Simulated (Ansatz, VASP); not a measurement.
**Na2S in VASP and in Ansatz**

File POSCAR:

```
Na2S
1.0
    0.0000000000      3.2554286216      3.2554286216
    3.2554286216      0.0000000000      3.2554286216
    3.2554286216      3.2554286216      0.0000000000
Na S
2 1
Direct
    0.2500000000      0.2500000000      0.2500000000
    0.7500000000      0.7500000000      0.7500000000
    0.0000000000      0.0000000000      0.0000000000
```

File INCAR.step1:

```
SYSTEM = Na2S
ALGO = Normal
EDIFF = 1E-5
ENCUT = 550
GGA = PE
GGA_COMPAT = .False.
ISMEAR = 0
LASPH = .True.
LCHARG = .False.
LREAL = .False.
LWAVE = .True.
NBANDS = 17
NELM = 120
PREC = Accurate
SIGMA = 0.01
```

File INCAR.step2:

```
SYSTEM = Na2S
ALGO = Normal
EDIFF = 1E-6
ENCUT = 550
GGA_COMPAT = .False.
ISIF = 2
ISMEAR = 0
ISTART = 1
LASPH = .True.
LCHARG = .True.
LELF = .True.
LMIXTAU = .True.
LREAL = .False.
LVHAR = .True.
LWAVE = .False.
METAGGA = R2SCAN
NBANDS = 17
NELM = 120
PREC = Accurate
SIGMA = 0.01
```

Contents of KPOINTS:

```
k-points
0
Gamma
  6 6 6
  0 0 0
```

Input for Ansatz:

```yaml
crystal:
  lattice:
    - [0.0, 3.2554286216, 3.2554286216]
    - [3.2554286216, 0.0, 3.2554286216]
    - [3.2554286216, 3.2554286216, 0.0]
  atoms:
    - { symbol: Na, position: [0.25, 0.25, 0.25] }
    - { symbol: Na, position: [0.75, 0.75, 0.75] }
    - { symbol: S, position: [0.0, 0.0, 0.0] }
kpoints:
  mp_grid: { grid: [6, 6, 6] }
hamiltonian:
  xc: r2scan
scf:
  occupations: { method: fixed }
  n_extra_bands: 4
output:
  forces: true
  stress: true
  eigenvalues: true
```

Alike in both runs: task single point; functional r2SCAN; k mesh 6 × 6 × 6; no spin polarisation.

```csv
,VASP,Ansatz
version,VASP 6.6.1,Ansatz 0.2.0
potentials or method,"VASP PAW PBE potentials, release 64 (Na_pv, S)","plane waves, PAW"
plane-wave cutoff (eV),550,500
occupations,"gaussian, width 0.01 eV",fixed
valence electrons in the cell,20,24
```

Ansatz gave:

```
gap on the k mesh at the Fermi level (eV) : 3.09
pressure (GPa)                            : 0.0
```

Which values does VASP return?

gap on the k mesh at the Fermi level (eV): 3.11; pressure (GPa): -0.1.

VASP's potentials were made for PBE, not for r2SCAN. VASP's potentials hold 20 valence electrons a cell and Ansatz's 24, so a difference there can come from the potentials and not from the codes.
